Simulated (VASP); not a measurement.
Ge, 2 atoms in the cell. Symmetry: R-3m, No. 166, trigonal system. Conventional cell: a = 4.172 Å, b = 4.172 Å, c = 9.688 Å, α = 90.00°, β = 90.00°, γ = 120.00°. Ge (site symmetry 3m) has 4 Ge at 2.47 to 2.53 Å within 3.3 Å.  This cell differs from its parent crystal: epitaxial 111 strain +4.0%.

| Quantity | Value |
| --- | --- |
| Program | VASP 6.6.1 |
| Task | single point |
| Functional | PBE |
| Potentials or basis | VASP PAW PBE potentials, release 64 (Ge_d) |
| Cutoff | 520 eV |
| k mesh | 8 × 8 × 8 |
| Occupations | fermi-dirac, width 0.02 eV |
| Spin | no spin polarisation |
| Dipole correction | no |
| Further INCAR settings | ALGO = Normal; EDIFF = 1e-06; NBANDS = 21 |

Potentials or basis: VASP PAW PBE potentials, release 64 (Ge_d).

Launch:

```console
$ cat potpaw_PBE.64/Ge_d/POTCAR > POTCAR
$ mpirun -np 1 vasp_std > vasp.out
```

Hardware: 1 thread of Intel Xeon 8259CL, with other jobs on the host.

Q: Estimate the wall time of this run.

A: Wall time 90 s on 1 thread of Intel Xeon 8259CL, with other jobs on the host, peak memory 0.2 GiB. Counts: scf iterations 12, k points 65.
